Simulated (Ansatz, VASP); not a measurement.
# One calculation of Pt, two programs

```xyz
1
Lattice="0.0000 1.9975 1.9975 1.9975 0.0000 1.9975 1.9975 1.9975 0.0000" Properties=species:S:1:pos:R:3 pbc="T T T"
Pt    0.0000    0.0000    0.0000
```

Alike in both runs: task single point; functional PBEsol; k mesh 18 × 18 × 18; occupations gaussian, width 0.1 eV; no spin polarisation.

|  | VASP | Ansatz |
| --- | --- | --- |
| version | VASP 6.6.1 | Ansatz 0.2.0 |
| potentials or method | VASP PAW PBE potentials, release 64 (Pt), cutoff 520 eV | scalar-relativistic, plane waves, PAW |
| valence electrons in the cell | 10 | 18 |

|  | VASP | Ansatz | Ansatz less VASP |
| --- | --- | --- | --- |
| gap on the k mesh at the Fermi level (eV) | none | none | - |
| pressure (GPa) | -14.7 | -14.3 | +0.41 |

VASP's potentials were made for PBE, not for PBEsol. A gap of «none» marks a metal or a gap that the smearing closes. VASP's potentials hold 10 valence electrons a cell and Ansatz's 18, so a difference there can come from the potentials and not from the codes.

Neither program's run includes spin-orbit coupling.
